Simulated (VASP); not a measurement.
Set up this calculation in VASP 6.6.1, as the native input.

```yaml
Task: single point
Functional: PBEsol
Potentials_or_basis: VASP PAW PBE potentials, release 64 (Sn_d, O)
Cutoff: 520 eV
k_mesh: 14 × 14 × 12
Occupations: gaussian, width 0.1 eV
Spin: no spin polarisation
Dipole_correction: no
Further_INCAR_settings: ALGO = Normal; EDIFF = 1e-07; NBANDS = 28
```

The structure of SnO lies in POSCAR:

```
SnO
1.0
    3.8052939825      0.0000000000      0.0000000000
    0.0000000000      3.8052939825      0.0000000000
    0.0000000000      0.0000000000      4.7534315886
Sn O
2 2
Direct
    0.0000000000      0.5000000000      0.2423994222
    0.5000000000      0.0000000000      0.7576005778
    0.5000000000      0.5000000000      0.0000000000
    0.0000000000      0.0000000000      0.0000000000
```

One way to write it, as run:

INCAR

```
PREC = Accurate
ENCUT = 520
EDIFF = 1E-7
ISMEAR = 0
SIGMA = 0.1
LREAL = F
LASPH = T
NELM = 80
ALGO = Normal
ISIF = 2
LWAVE = F
LCHARG = F
GGA = PS
NBANDS = 28
```

KPOINTS

```
Automatic mesh
0
Gamma
  14 14 12
```

Potentials or basis: VASP PAW PBE potentials, release 64 (Sn_d, O).

The run is started by

```sh
$ cat potpaw_PBE.64/Sn_d/POTCAR potpaw_PBE.64/O/POTCAR > POTCAR
$ mpirun -np 1 vasp_std > vasp.out
```

It gave:

```json
{
  "Pressure": "0.2 GPa",
  "Largest force": "0.086 eV/Å",
  "Band gap on the k mesh": "zero (bands 20 and 21 overlap by 0.10 eV)"
}
```

Caveat: semilocal functionals underestimate gaps, so a narrow gap can read as zero; the PAW data sets were made with another functional, which shifts forces and pressure a little; spin-orbit coupling is left out, which moves the levels of the heavy elements.

Wall time 4.8 min on 1 thread of Intel(R) Xeon(R) Platinum 8259CL CPU @ 2.50GHz (Skylake/Cascade Lake) (shared host), peak memory 0.47 GiB.
